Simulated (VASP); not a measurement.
**CeO2: single point with revPBE+D4**

The system is CeO2.

```
Ce O
1.0
     0.00000    2.70486    2.70486
     2.70486    0.00000    2.70486
     2.70486    2.70486    0.00000
Ce O
1 2
Direct
  0.00000 0.00000 0.00000
  0.25000 0.25000 0.25000
  0.75000 0.75000 0.75000
```

```json
{"Program": "VASP 6.6.1", "Task": "single point", "Functional": "revPBE", "Dispersion": "D4", "Potentials or basis": "VASP PAW PBE potentials, release 64 (Ce, O)", "Cutoff": "520 eV", "k mesh": "8 × 8 × 8", "Occupations": "gaussian, width 0.05 eV", "Spin": "no spin polarisation", "Dipole correction": "no", "Further INCAR settings": "ALGO = Normal; EDIFF = 1e-06; NBANDS = 19"}
```

```
Pressure                   : 2.1 GPa
Band gap on the k mesh     : 1.96 eV (least direct gap 2.07 eV)
Dispersion energy per atom : -0.432 eV
```

Levels at points of the mesh, in eV from the valence-band top:
```csv
k point,band 9,band 10,band 11,band 12,band 13,band 14,band 15,band 16
"(0.00, 0.00, 0.00)",-3.87,-0.62,-0.62,-0.62,2.29,2.29,2.29,2.53
"(0.50, 0.00, 0.00)",-1.26,-1.20,-0.80,-0.80,1.96,2.14,2.14,2.29
"(0.50, 0.50, 0.00)",-1.18,-0.80,-0.80,-0.63,2.00,2.10,2.10,2.26
```

Run time: 48 s on 1 thread of AMD EPYC 7R13, on a shared host, peak memory 0.15 GiB.

Caveat: the PAW data sets were made with another functional, which shifts forces and pressure a little; spin-orbit coupling is left out, which moves the levels of the heavy elements; semilocal functionals describe open f shells poorly, which spoils levels, moments and volumes. Spin polarisation is off, so any magnetic state and its effect on volume and gap are missing.
